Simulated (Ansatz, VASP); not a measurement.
# V in VASP and in Ansatz

Contents of INCAR:

```
  PREC = Accurate
  ENCUT = 600
  EDIFF = 1E-6
  ISMEAR = -1
  SIGMA = 0.1
  LREAL = False
  LASPH = True
  NELM = 80
  ALGO = Normal
  ISIF = 3
  LWAVE = False
  LCHARG = False
  IBRION = 2
  NSW = 80
  EDIFFG = -0.01
```

Contents of KPOINTS:

```
regular mesh
0
Gamma
  10 10 10
```

The input POSCAR:

```
V
1.0
    0.0000000000      2.6526688921      2.6526688921
    2.6526688921      0.0000000000      2.6526688921
    2.6526688921      2.6526688921      0.0000000000
V
2
Direct
    0.1250000000      0.1250000000      0.1250000000
    0.8750000000      0.8750000000      0.8750000000
```

Input for Ansatz:

```yaml
crystal:
  lattice:
    - [0.0, 2.6526688921, 2.6526688921]
    - [2.6526688921, 0.0, 2.6526688921]
    - [2.6526688921, 2.6526688921, 0.0]
  atoms:
    - { symbol: V, position: [0.125, 0.125, 0.125] }
    - { symbol: V, position: [0.875, 0.875, 0.875] }
hamiltonian:
  xc: lda
  pseudopotentials:
    kind: paw
    azcp:
      V: "pseudopotentials/V.paw.azcp"
basis:
  ecutwfc: 420
  fft_grid_basis: typed
kpoints:
  mp_grid: { grid: [10, 10, 10], shift: [0, 0, 0] }
magnetization:
  spin_polarized: false
scf:
  occupations: { method: fermi_dirac, width: 0.1 }
relax:
  max_steps: 60
  f_tol: 0.01
  cell: {}
output:
  write_density: true
  write_potential: true
  elf: true
  volumetric_format: npy
```

Alike in both runs: task relaxation of cell and atoms; functional LDA; k mesh 10 × 10 × 10; occupations fermi-dirac, width 0.1 eV; no spin polarisation.

|  | VASP | Ansatz |
| --- | --- | --- |
| version | VASP 6.6.1 | Ansatz 0.2.0 |
| potentials or method | VASP PAW LDA potentials, release 64 (V_sv), cutoff 600 eV | plane waves (420 eV) with PAW, scalar-relativistic |
| valence electrons in the cell | 26 | 26 |

|  | VASP | Ansatz | Ansatz less VASP |
| --- | --- | --- | --- |
| relaxed volume (Å³/atom) | 16.76 | 16.60 | -0.164 |
| relaxed cell length with the largest relative difference (Å) | 3.619 | 3.608 | -0.0119 |

Ansatz warns that its potentials were made for another functional, while VASP's fit it. LDA's correlation is that of Perdew and Zunger in VASP and of Perdew and Wang (1992) in Ansatz.
